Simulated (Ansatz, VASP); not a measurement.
Two plane-wave programs on BaHfO3

File POSCAR:

```
BaHfO3
1.0
    4.0935175954      0.0000000000      0.0000000000
    0.0000000000      4.0935175954      0.0000000000
    0.0000000000      0.0000000000      4.0935175954
Ba Hf O
1 1 3
Direct
    0.0000000000      0.0000000000      0.0000000000
    0.5000000000      0.5000000000      0.5000000000
    0.5000000000      0.5000000000      0.0000000000
    0.5000000000      0.0000000000      0.5000000000
    0.0000000000      0.5000000000      0.5000000000
```

Contents of INCAR.step1:

```
SYSTEM = BaHfO3
  ALGO = Normal
  EDIFF = 1E-5
  ENCUT = 520
  GGA = PE
  ISIF = 2
  ISMEAR = 0
  LASPH = .TRUE.
  LCHARG = .FALSE.
  LREAL = .FALSE.
  LWAVE = .TRUE.
  NBANDS = 27
  NELM = 80
  PREC = Accurate
  SIGMA = 0.01
```

File INCAR.step2:

```
SYSTEM = BaHfO3
  ALGO = Normal
  EDIFF = 1E-7
  ENCUT = 520
  GGA = PE
  HFSCREEN = 0.2079
  ISIF = 2
  ISMEAR = 0
  ISTART = 1
  LASPH = .TRUE.
  LCHARG = .FALSE.
  LHFCALC = .TRUE.
  LREAL = .FALSE.
  LWAVE = .FALSE.
  NBANDS = 27
  NELM = 80
  PREC = Accurate
  PRECFOCK = Fast
  SIGMA = 0.01
```

File KPOINTS:

```
k-points
0
G
  4 4 4
  0 0 0
```

Input for Ansatz:

```yaml
crystal:
  lattice:
    - [4.0935175954, 0.0, 0.0]
    - [0.0, 4.0935175954, 0.0]
    - [0.0, 0.0, 4.0935175954]
  atoms:
    - { symbol: Ba, position: [0.0, 0.0, 0.0] }
    - { symbol: Hf, position: [0.5, 0.5, 0.5] }
    - { symbol: O, position: [0.5, 0.5, 0.0] }
    - { symbol: O, position: [0.5, 0.0, 0.5] }
    - { symbol: O, position: [0.0, 0.5, 0.5] }
kpoints:
  mp_grid: { grid: [4, 4, 4] }
  band_path:
    path:
      - [0.0, 0.0, 0.0]
      - [0.0, 0.5, 0.0]
      - [0.5, 0.5, 0.0]
      - [0.5, 0.5, 0.5]
      - [0.484375, -0.5, -0.5]
    npoints: 1
hamiltonian:
  xc: hse06
scf:
  occupations: { method: fixed }
  n_extra_bands: 5
output:
  forces: true
  stress: true
  eigenvalues: true
  write_density: true
  write_potential: true
  elf: true
  volumetric_format: npy
```

Change from the starting cell: hydrostatic strain -2.0%.

Alike in both runs: task single point; functional HSE06; k mesh 4 × 4 × 4; no spin polarisation.

```csv
,VASP,Ansatz
version,VASP 6.6.1,Ansatz 0.2.0
potentials or method,"VASP PAW PBE potentials, release 64 (Ba_sv, Hf_pv, O)","plane waves, PAW"
plane-wave cutoff (eV),520,420
occupations,"gaussian, width 0.01 eV",fixed
valence electrons in the cell,38,54
```

Ansatz gave:

```
gap on the k mesh at the Fermi level (eV) : 5.31
pressure (GPa)                            : 11.4
```

**Question.** Estimate VASP's values.

**Answer.** gap on the k mesh at the Fermi level (eV): 5.17; pressure (GPa): 10.2.

VASP's potentials hold 38 valence electrons a cell and Ansatz's 54, so a difference there can come from the potentials and not from the codes. Ansatz's warnings: stress exchange threshold loose, stress scf threshold loose.

Spin-orbit coupling is off throughout.
